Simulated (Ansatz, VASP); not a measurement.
# Two plane-wave programs on Rh

```
Rh
1.0
     2.67251    0.00000    0.00000
     1.33626    2.31447    0.00000
     0.00000    0.00000   29.09259
Rh
7
Direct
  0.00000 0.00000 0.27681
  0.33333 0.33333 0.35043
  0.66667 0.66667 0.42470
  0.00000 0.00000 0.50000
  0.33333 0.33333 0.57530
  0.66667 0.66667 0.64957
  0.00000 0.00000 0.72319
```

Alike in both runs: functional PBEsol; k mesh 14 × 14 × 1; no spin polarisation.

Ansatz relaxed the structure, and its values are those at the end. VASP's run is a single point on that final structure, the one shown.

|  | VASP | Ansatz |
| --- | --- | --- |
| version | VASP 6.6.1 | Ansatz 0.2.0 |
| potentials or method | VASP PAW PBE potentials, release 64 (Rh_pv) | plane-wave PAW, scalar-relativistic |
| plane-wave cutoff (eV) | 520 | 420 |
| occupations | methfessel-paxton of order 1, width 0.1 eV | cold, width 0.1 eV |
| valence electrons in the cell | 105 | 119 |

Ansatz gave:

```
rms of the force components (eV/Å) : 0.004
```

Q: Which values does VASP return?

A: rms of the force components (eV/Å): 0.007.

VASP's potentials were made for PBE, not for PBEsol. VASP's potentials hold 105 valence electrons a cell and Ansatz's 119, so a difference there can come from the potentials and not from the codes.
